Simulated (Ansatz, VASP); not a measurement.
**CdF2: VASP beside Ansatz**

```
Cd F
1.0
     0.00000    2.69400    2.69400
     2.69400    0.00000    2.69400
     2.69400    2.69400    0.00000
Cd F
1 2
Direct
  0.00804 0.00804 0.00804
  0.25000 0.25000 0.25000
  0.75000 0.75000 0.75000
```

Change from the starting cell: all Cd atoms moved +0.075 Å, as atom 1 along Cartesian [1 1 1].

Alike in both runs: task single point; functional PBE; k mesh 8 × 8 × 8; occupations gaussian, width 0.05 eV; no spin polarisation.

|  | VASP | Ansatz |
| --- | --- | --- |
| version | VASP 6.6.1 | Ansatz 0.2.0 |
| potentials or method | VASP PAW PBE potentials, release 64 (Cd, F), cutoff 520 eV | scalar-relativistic, plane waves, PAW |
| valence electrons in the cell | 26 | 34 |

```csv
,VASP,Ansatz,Ansatz less VASP
gap on the k mesh at the Fermi level (eV),3.07,3.11,+0.033
least direct gap on the mesh (eV),3.57,3.60,+0.031
pressure (GPa),6.5,5.8,-0.76
"traceless stress, the component that is largest in VASP (GPa)",0.21,0.20,-0.019
rms of the force components (eV/Å),0.187,0.169,-0.0180
```

Atom by atom the forces differ by 0.018 eV/Å (rms over components). With one functional, cell and mesh, what is left measures potentials, basis and numerics. VASP's potentials hold 26 valence electrons a cell and Ansatz's 34, so a difference there can come from the potentials and not from the codes.
